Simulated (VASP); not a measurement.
The system is MgI2.

```
CELL_PARAMETERS angstrom
4.14000 0.00000 0.00000
-2.07000 3.58535 0.00000
0.00000 0.00000 6.88000
ATOMIC_POSITIONS crystal
I 0.66667 0.33333 0.75000
I 0.33333 0.66667 0.25000
Mg 0.00000 0.00000 0.00000
```

Base run:

```yaml
Program: VASP 6.6.1
Functional: LDA
Potentials_or_basis: VASP PAW LDA potentials, release 64 (I, Mg)
Cutoff: 520 eV
k_mesh: 8 × 8 × 4
Occupations: fermi-dirac, width 0.05 eV
Spin: no spin polarisation
```

Its results: band gap on the k mesh 3.31 eV (least direct gap 3.38 eV); pressure -2.1 GPa; largest force 0.388 eV/Å.

The run is repeated on the same cell with these changes: functional from LDA to r2SCAN; potentials or basis from VASP PAW LDA potentials, release 64 (I, Mg) to VASP PAW PBE potentials, release 64 (I, Mg). What comes out?

Band gap on the k mesh 4.09 eV (least direct gap 4.44 eV); pressure 0.0 GPa; largest force 0.317 eV/Å.

Caveats: spin-orbit coupling is left out, which moves the levels of the heavy elements; the PAW data sets were made with another functional, which shifts forces and pressure a little (at least some runs).

A k mesh can miss the band edges.
